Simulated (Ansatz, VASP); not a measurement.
One calculation of Zn, two programs

The input INCAR:

```
ALGO = Fast ; EDIFF = 1E-6
ENCUT = 520 ; GGA = PE
ISIF = 2 ; ISMEAR = 0
LASPH = T ; LCHARG = F
LREAL = F ; LWAVE = F
NBANDS = 19 ; NELM = 100
PREC = Accurate ; SIGMA = 0.15
```

KPOINTS

```
k-points
0
Gamma
  24 24 10
```

Contents of POSCAR:

```
Zn
1.0
    2.6647980532      0.0000000000      0.0000000000
   -1.3323990266      2.3077828100      0.0000000000
    0.0000000000      0.0000000000      4.9467000000
Zn
2
Direct
    0.3174728545      0.7099983006      0.2500000000
    0.6666666667      0.3333333333      0.7500000000
```

Input for Ansatz:

```yaml
crystal:
  lattice:
    - [2.6647980532, 0.0, 0.0]
    - [-1.3323990266, 2.30778281, 0.0]
    - [0.0, 0.0, 4.9467]
  atoms:
    - { symbol: Zn, position: [0.3174728545, 0.7099983006, 0.25] }
    - { symbol: Zn, position: [0.6666666667, 0.3333333333, 0.75] }
basis:
  ecutwfc: 420
kpoints:
  mp_grid: { grid: [24, 24, 10] }
hamiltonian:
  xc: pbe
scf:
  occupations: { method: gaussian, width: 0.15 }
output:
  forces: true
  stress: true
  eigenvalues: true
```

Alike in both runs: task single point; functional PBE; k mesh 24 × 24 × 10; occupations gaussian, width 0.15 eV; no spin polarisation.

```csv
,VASP,Ansatz
version,VASP 6.6.1,Ansatz 0.2.0
potentials or method,"VASP PAW PBE potentials, release 64 (Zn), cutoff 520 eV","scalar-relativistic, plane waves, PAW"
valence electrons in the cell,24,24
```

VASP gave:

| Property | Result |
| --- | --- |
| gap on the k mesh at the Fermi level (eV) | none |
| pressure (GPa) | 0.2 |
| traceless stress, the component that is largest in VASP (GPa) | 1.35 |
| rms of the force components (eV/Å) | 0.038 |

**Question.** What did Ansatz give for the same quantities?

**Answer.** gap on the k mesh at the Fermi level (eV): none; pressure (GPa): -0.2; traceless stress, the component that is largest in VASP (GPa): 1.49; rms of the force components (eV/Å): 0.038.

Atom by atom the forces differ by 0.001 eV/Å (rms over components). A gap of «none» marks a metal or a gap that the smearing closes. The functional is the same, so the differences come from potentials, cutoffs and numerics.
